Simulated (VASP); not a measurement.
Sb: single point with BLYP

The system is Sb.

```
Sb
1.0
     0.00000    3.53183    3.53183
     3.53183    0.00000    3.53183
     3.53183    3.53183    0.00000
Sb
2
Direct
  0.12500 0.12500 0.12500
  0.87500 0.87500 0.87500
```

This cell differs from its parent crystal: volume scaled by 0.96.

```
Program             : VASP 6.6.1
Task                : single point
Functional          : BLYP
Potentials or basis : VASP PAW PBE potentials, release 64 (Sb)
Cutoff              : 520 eV
k mesh              : 9 × 9 × 9
Occupations         : fermi-dirac, width 0.1 eV
Spin                : no spin polarisation
```

The pressure is 1.3 GPa and the band gap on the k mesh is zero (band 5 reaches 4.35 eV, above the bottom of band 6 at 3.68 eV).

Levels at points of the mesh, in eV from the Fermi level:
```tsv
k point	band 1	band 2	band 3	band 4	band 5	band 6	band 7	band 8	band 9	band 10
(0.00, 0.00, 0.00)	-11.26	-5.61	-1.68	-1.68	-1.68	0.54	0.54	0.54	4.19	6.46
```

Wall time 92 s on 1 thread of AMD EPYC 7R13, on a shared host, peak memory 0.21 GiB.

Caveat: the PAW data sets were made with another functional, which shifts forces and pressure a little; spin-orbit coupling is left out, which moves the levels of the heavy elements.
